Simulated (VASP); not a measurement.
Here is a VASP 6.6.1 calculation.

File INCAR:

```
SYSTEM = Yb
  PREC = Accurate
  ENCUT = 600
  EDIFF = 1E-7
  ISMEAR = -1
  SIGMA = 0.05
  LREAL = .False.
  LASPH = .True.
  NELM = 200
  ALGO = Normal
  ISIF = 8
  LWAVE = .False.
  LCHARG = .False.
  GGA = CA
  IBRION = 2
  NSW = 80
  EDIFFG = -0.03
  GGA_COMPAT = .False.
  NELMIN = 4
  LMAXMIX = 6
```

KPOINTS

```
regular mesh
0
Gamma
  8 8 8
  0 0 0
```

The input POSCAR:

```
Yb
1.0
    3.8793290000      0.0000000000      0.0000000000
    1.9396645000      3.3595974636      0.0000000000
    1.9396645000      1.1198658212      3.1674588648
Yb
1
Direct
    0.0000000000      0.0000000000      0.0000000000
```

Potentials or basis: VASP PAW PBE potentials, release 64 (Yb).

Run with:

```bash
$ cat potpaw_PBE.64/Yb/POTCAR > POTCAR
$ mpirun -np 1 vasp_std > vasp.out
```

(1) What does it give for the relaxed volume?

(2) What does it give for the space group after relaxing (to 0.1 Å)?

Answers

(1) 29.65 Å³/atom.

(2) Fm-3m (No. 225).

Caveat: the volume moved by over 15 % at a fixed basis, so the end points are rough; the PAW data sets were made with another functional, which shifts forces and pressure a little.
